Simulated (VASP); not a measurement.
# LiSi16 (a cell with a defect) in VASP: notebook

The runs below take LiSi16 (a cell with a defect) through single point, with LDA.

Program: VASP 6.6.1. These are calculated values, not measurements. Logs are shortened: lines on timing, memory, paths and dates and some standing lists are left out, and cuts for length are marked.

## Step 1: The cell of the first run

The cell holds a defect, 17 atoms: a = 7.679 Å, b = 7.679 Å, c = 7.679 Å, α = 60.00°, β = 60.00°, γ = 60.00°.

## Step 2: Single point, LDA

INCAR

```
PREC     = Accurate       # precision mode
ENCUT    = 520            # plane-wave cutoff, eV
EDIFF    = 1E-7           # SCF threshold, eV
ISMEAR   = 0              # smearing method
SIGMA    = 0.02           # smearing width, eV
LREAL    = Auto         
LASPH    = True           # aspherical terms in the spheres
NELM     = 60             # most SCF steps
ALGO     = Normal         # electronic algorithm
ISIF     = 2              # what is computed and relaxed
LWAVE    = False          # write WAVECAR
LCHARG   = False          # write CHGCAR
GGA      = CA             # functional
NELECT   = 66.0         
NBANDS   = 48             # bands
```

KPOINTS

```
Automatic mesh
0
Gamma
  2 2 2
```

POSCAR

```
LiSi16
1.0
    0.0000000000      5.4300000000      5.4300000000
    5.4300000000      0.0000000000      5.4300000000
    5.4300000000      5.4300000000      0.0000000000
Si Li
16 1
Direct
    0.0055964088      0.0008890424      0.0058387661
    0.1278022099      0.1303086556      0.1280535912
    0.0059195212      0.0012285451      0.5019325967
    0.1356215470      0.1259134438      0.6266184162
    0.0033521179      0.5028581952      0.0036287293
    0.1275525783      0.6270555249      0.1278271639
    0.0055720994      0.5051374770      0.5016755985
    0.1278011050      0.6273473297      0.6310788214
    0.5016783610      0.0012267956      0.0061857274
    0.6263744936      0.1259216390      0.1358658379
    0.5039902394      0.0035561694      0.5042329650
    0.6267976059      0.1263127072      0.6270650092
    0.5013958564      0.5051457643      0.0058227440
    0.6308025783      0.6273491713      0.1280539595
    0.5016870166      0.5054367403      0.5019393186
    0.6263508287      0.6351843462      0.6266027624
    0.7541112339      0.2536403315      0.7543734807
```

Potentials or basis: VASP PAW LDA potentials, release 64 (Si, Li_sv).

On the command line:

```console
> cat potpaw_LDA.64/Si/POTCAR potpaw_LDA.64/Li_sv/POTCAR > POTCAR
> mpirun -np 1 vasp_std > vasp.out
```

OUTCAR:

```text
PREC = Accurate
   ENCUT = 520
   EDIFF = 1E-7
   ISMEAR = 0
   LREAL = Auto
   LASPH = True
   NELM = 60
   ISIF = 2
   GGA = CA
   NELECT = 66.0

 ion  position               nearest neighbor table
   1  0.006  0.001  0.006-   2 2.34   6 2.34   4 2.38  10 2.38  17 2.73
   2  0.128  0.130  0.128-   5 2.34   1 2.34   9 2.34   3 2.34
   3  0.006  0.001  0.502-   2 2.34   8 2.34   4 2.38  12 2.38  17 2.74
   4  0.136  0.126  0.627-  11 2.31   3 2.38   1 2.38   7 2.38  17 2.39
   5  0.003  0.503  0.004-   2 2.34  14 2.34   8 2.34   6 2.34
   6  0.128  0.627  0.128-   5 2.34   1 2.34  13 2.34   7 2.34
   7  0.006  0.505  0.502-   8 2.34   6 2.34  16 2.38   4 2.38  17 2.73
   8  0.128  0.627  0.631-   5 2.34   7 2.34   3 2.34  15 2.34
   9  0.502  0.001  0.006-   2 2.34  14 2.34  10 2.38  12 2.38  17 2.74
  10  0.626  0.126  0.136-  11 2.31   9 2.38   1 2.38  13 2.38  17 2.39
  11  0.504  0.004  0.504-  10 2.31   4 2.31  16 2.31  12 2.31
  12  0.627  0.126  0.627-  11 2.31   9 2.38   3 2.38  15 2.38  17 2.39
  13  0.501  0.505  0.006-  14 2.34   6 2.34  16 2.38  10 2.38  17 2.73
  14  0.631  0.627  0.128-   5 2.34  13 2.34   9 2.34  15 2.34
  15  0.502  0.505  0.502-  14 2.34   8 2.34  16 2.38  12 2.38  17 2.74
  16  0.626  0.635  0.627-  11 2.31  15 2.38  13 2.38   7 2.38  17 2.39
  17  0.754  0.254  0.754-  10 2.39   4 2.39  16 2.39  12 2.39   1 2.73  13 2.73   7 2.73   9 2.74
                             3 2.74  15 2.74

  LATTYP: Found a face centered cubic cell.
 ALAT       =    10.8600000000

  Lattice vectors:

 A1 = (   0.0000000000,   5.4300000000,   5.4300000000)
 A2 = (   5.4300000000,   0.0000000000,   5.4300000000)
 A3 = (   5.4300000000,   5.4300000000,   0.0000000000)

Analysis of symmetry for initial positions (statically):
=====================================================================
 Subroutine PRICEL returns:
 Original cell was already a primitive cell.

 Routine SETGRP: Setting up the symmetry group for a
 face centered cubic supercell.

 Subroutine GETGRP returns: Found  1 space group operations
 (whereof  1 operations were pure point group operations)
 out of a pool of 48 trial point group operations.

The static configuration has the point symmetry C_1 .

Analysis of symmetry for dynamics (positions and initial velocities):
=====================================================================
 Subroutine PRICEL returns:
 Original cell was already a primitive cell.

 Routine SETGRP: Setting up the symmetry group for a
 face centered cubic supercell.

 Subroutine GETGRP returns: Found  1 space group operations
 (whereof  1 operations were pure point group operations)
 out of a pool of 48 trial point group operations.

The dynamic configuration has the point symmetry C_1 .

 Subroutine INISYM returns: Found  1 space group operations
 (whereof  1 operations are pure point group operations),
 and found     1 'primitive' translations

----------------------------------------------------------------------------------------

                                     Primitive cell

  volume of cell :     320.2060

  direct lattice vectors                    reciprocal lattice vectors
     0.000000000  5.430000000  5.430000000    -0.092081031  0.092081031  0.092081031
     5.430000000  0.000000000  5.430000000     0.092081031 -0.092081031  0.092081031
     5.430000000  5.430000000  0.000000000     0.092081031  0.092081031 -0.092081031

  length of vectors
     7.679179644  7.679179644  7.679179644     0.159489025  0.159489025  0.159489025

  position of ions in fractional coordinates (direct lattice)
     0.005596409  0.000889042  0.005838766
     0.127802210  0.130308656  0.128053591
     0.005919521  0.001228545  0.501932597
     0.135621547  0.125913444  0.626618416
     0.003352118  0.502858195  0.003628729
     0.127552578  0.627055525  0.127827164
[... 9 lines left out ...]
     0.626350829  0.635184346  0.626602762
     0.754111234  0.253640332  0.754373481

  ion indices of the primitive-cell ions
   primitive index   ion index
                 1           1
                 2           2
                 3           3
                 4           4
                 5           5
                 6           6
[... 9 lines left out ...]
                16          16
                17          17

----------------------------------------------------------------------------------------

 KPOINTS: Automatic mesh

Automatic generation of k-mesh.
 Grid dimensions read from file:
 generate k-points for:    2    2    2

 Generating k-lattice:

  Cartesian coordinates                     Fractional coordinates (reciprocal lattice)
    -0.046040516  0.046040516  0.046040516     0.500000000  0.000000000  0.000000000
     0.046040516 -0.046040516  0.046040516     0.000000000  0.500000000  0.000000000
     0.046040516  0.046040516 -0.046040516     0.000000000  0.000000000  0.500000000

  Length of vectors
     0.079744512  0.079744512  0.079744512

  Shift w.r.t. Gamma in fractional coordinates (k-lattice)
     0.000000000  0.000000000  0.000000000

 Subroutine IBZKPT returns following result:
 ===========================================

 Found      8 irreducible k-points:

 Following reciprocal coordinates:
            Coordinates               Weight
  0.000000  0.000000  0.000000      1.000000
  0.500000  0.000000  0.000000      1.000000
  0.000000  0.500000  0.000000      1.000000
  0.000000  0.000000  0.500000      1.000000
  0.500000  0.500000  0.500000      1.000000
  0.500000  0.500000  0.000000      1.000000
  0.000000  0.500000  0.500000      1.000000
  0.500000  0.000000  0.500000      1.000000
   k-points           NKPTS =      8   k-points in BZ     NKDIM =      8   number of bands    NBANDS=     48
   number of dos      NEDOS =    301   number of ions     NIONS =     17
   total plane-waves  NPLWV = 216000
   dimension x,y,z NGX =    60 NGY =   60 NGZ =   60
   dimension x,y,z NGXF=   120 NGYF=  120 NGZF=  120
   ions per type =              16   1
   NGX,Y,Z   is equivalent  to a cutoff of  12.99, 12.99, 12.99 a.u.
   NGXF,Y,Z  is equivalent  to a cutoff of  25.98, 25.98, 25.98 a.u.
 SYSTEM =  unknown system
   PREC   = accura    normal or accurate (medium, high low for compatibility)
   ISTART =      0    job   : 0-new  1-cont  2-samecut
   ICHARG =      2    charge: 1-file 2-atom 10-const
   ISPIN  =      1    spin polarized calculation?
   LNONCOLLINEAR =      F non collinear calculations
   LSORBIT =      F    spin-orbit coupling
   LASPH  =      T    aspherical Exc in radial PAW
   ENCUT  =  520.0 eV  38.22 Ry    6.18 a.u.  14.28 14.28 14.28*2*pi/ulx,y,z
   NELM   =     60;   NELMIN=  2; NELMDL= -5     # of ELM steps
   EDIFF  = 0.1E-06   stopping-criterion for ELM
   LREAL  =      T    real-space projection
   EDIFFG = 0.1E-05   stopping-criterion for IOM
   NSW    =      0    number of steps for IOM
   IBRION =     -1    ionic relax: 0-MD 1-quasi-New 2-CG
   NFREE  =      0    steps in history (QN), initial steepest desc. (CG)
   ISIF   =      2    stress and relaxation
   ISYM   =      2    0-nonsym 1-usesym 2-fastsym
   POTIM  = 0.5000    time-step for ionic-motion
   TEBEG  =    0.0;   TEEND  =   0.0 temperature during run
   PSTRESS=    0.0 pullay stress
   NELECT =      66.0000    total number of electrons
   NUPDOWN=      -1.0000    fix difference up-down
   EMIN   =  10.00;   EMAX   =-10.00  energy-range for DOS
   EFERMI =   0.00;   METHOD = LEGACY
   ISMEAR =     0;   SIGMA  =   0.02  broadening in eV -4-tet -1-fermi 0-gaus
   EFERMI_NEDOS =   21; number of points for ismear=-14 and -15
   IALGO  =     38    algorithm
   IMIX   =      4    mixing-type and parameters
     AMIX     =   0.40;   BMIX     =  1.00
     AMIX_MAG =   1.60;   BMIX_MAG =  1.00
  volume/ion in A,a.u.               =      18.84       127.11
  Fermi-wavevector in a.u.,A,eV,Ry     =   0.967044  1.827449 12.723821  0.935174
  Thomas-Fermi vector in A             =   2.096897
   LORBIT       =      0    0 simple, 1 ext, 2 COOP (PROOUT), +10 PAW based schemes
   GGA     = CA    functional components
   LHFCALC =     F    Hartree Fock is set to
   AEXX    =    0.0000 exact exchange contribution
   IVDW    =     0    specifies the selected vdW correction
   LEPSILON=     F    determine dielectric tensor
   LRPA    =     F    only Hartree local field effects (RPA)
 non-spin polarized calculation
 Gauss-broadening in eV      SIGMA  =   0.02
  energy-cutoff  :      520.00
  volume of cell :      320.21
 maximum number of plane-waves:      8646
 NGX is ok and might be reduce to    60
   NGX = 29   NGY = 29   NGZ = 29

 number of electron      66.0000001 magnetization

 Free energy of the ion-electron system (eV)
  ---------------------------------------------------
  ext. energy  EPLUGINS =         0.00000000
  ---------------------------------------------------
  free energy    TOTEN  =      -102.37439670 eV

  energy without entropy =     -102.37439670  energy(sigma->0) =     -102.37439670

 E-fermi :   6.1987     XC(G=0):  -9.6486

 val. band max:        5.9894070139   @ k =   0.0000   0.0000   0.0000
 cond. band min:       6.5157690520   @ k =   0.0000   0.0000   0.0000
 fundamental gap:      0.5263620381
 Fermi energy:         6.1987455867

 k-point     1 :       0.0000    0.0000    0.0000
  band No.  band energies     occupation
      1     -39.5209      2.00000
      2      -5.9746      2.00000
      3      -3.7122      2.00000
      4      -3.6596      2.00000
      5      -3.6596      2.00000
      6      -3.6588      2.00000
[... 37 lines left out ...]
     44       8.2443      0.00000
     45       8.2444      0.00000

 k-point     2 :       0.5000    0.0000    0.0000
  band No.  band energies     occupation
      1     -39.5209      2.00000
      2      -5.2453      2.00000
      3      -5.1224      2.00000
      4      -3.3973      2.00000
      5      -3.3660      2.00000
      6      -3.3635      2.00000
[... 280 lines left out ...]
 k-point     8 :       0.5000    0.0000    0.5000
  band No.  band energies     occupation
      1     -39.5209      2.00000
      2      -4.9573      2.00000
      3      -4.8667      2.00000
      4      -3.9751      2.00000
      5      -3.9489      2.00000
      6      -3.9485      2.00000
[... 37 lines left out ...]
     44      10.1850      0.00000
     45      10.2662      0.00000
 [bands above 45 left out]

------------------------ aborting loop because EDIFF is reached ----------------------------------------

  FORCE on cell =-STRESS in cart. coord.  units (eV):
  Direction    XX          YY          ZZ          XY          YZ          ZX
  --------------------------------------------------------------------------------------
  -------------------------------------------------------------------------------------
  Total       -8.4332112     -8.4362606     -8.4339073      0.0015832      0.0021318      0.0038263
  in kB      -42.1962712    -42.2115291    -42.1997544      0.0079215      0.0106669      0.0191453
  external PRESSURE =     -42.2025182 kB  Pullay stress =       0.0000000 kB

 VOLUME and BASIS-vectors are now :
 -----------------------------------------------------------------------------
  energy-cutoff  :      520.00
  volume of cell :      320.21
      direct lattice vectors                 reciprocal lattice vectors
     0.000000000  5.430000000  5.430000000    -0.092081031  0.092081031  0.092081031
     5.430000000  0.000000000  5.430000000     0.092081031 -0.092081031  0.092081031
     5.430000000  5.430000000  0.000000000     0.092081031  0.092081031 -0.092081031

 POSITION                                       TOTAL-FORCE (eV/Angst)
 -----------------------------------------------------------------------------------
      0.03653      0.06209      0.03522         0.002427     -0.003327      0.002724
      1.40291      1.38930      1.40154         0.002115      0.002027      0.001923
      2.73216      2.75764      0.03881         0.004850     -0.002575     -0.002840
      4.08625      4.13896      1.42014         0.000596      0.000035     -0.000091
      2.75022      0.03791      2.74872         0.003153      0.004745      0.003035
      4.09901      1.38671      4.09752         0.001649      0.002414      0.001870
[... 9 lines left out ...]
      6.85150      6.80354      6.85014        -0.000079      0.001866      0.000021
      5.47352      8.19107      5.47209        -0.005820     -0.006480     -0.005959
 -----------------------------------------------------------------------------------
    total drift:                               -0.001768     -0.007402      0.000111

  FREE ENERGIE OF THE ION-ELECTRON SYSTEM (eV)
  ---------------------------------------------------
  free  energy   TOTEN  =      -102.3743966977 eV

  energy  without entropy=     -102.3743966977  energy(sigma->0) =     -102.37439670
```

Run time: 5.9 min. Hardware: 1 thread of Intel Xeon Platinum 8259CL at 2.50GHz (Skylake/Cascade Lake), shared host; peak memory 0.39 GiB.

Results:

| Quantity | Value |
| --- | --- |
| Free energy | -102.3744 eV |
| Largest force | 0.011 eV/Å |

Forces on the atoms (eV/Å):
```
Si   0.002 -0.003  0.003
Si   0.002  0.002  0.002
Si   0.005 -0.003 -0.003
Si   0.001  0.000  0.000
Si   0.003  0.005  0.003
Si   0.002  0.002  0.002
Si   0.002  0.002 -0.002
Si   0.000  0.001  0.003
Si  -0.003 -0.003  0.005
Si   0.000  0.000  0.000
Si  -0.002 -0.001 -0.003
Si  -0.006 -0.006 -0.006
Si  -0.002  0.002  0.002
Si   0.003  0.002  0.000
Si  -0.002  0.004 -0.002
Si   0.000  0.002  0.000
Li  -0.006 -0.006 -0.006
```

Caveat: the k points lie up to 0.50 Å⁻¹ apart; the cell carries a net charge on a neutralising background, which shifts energy and pressure; the cell is charged against a uniform background, so pressure and absolute levels hang on convention; the cutoff is under 1.25 times the usual one of these potentials, so pressure, stress and relaxed cells hold a basis-set (Pulay) error.

(Part 1 of 3 ends here.)
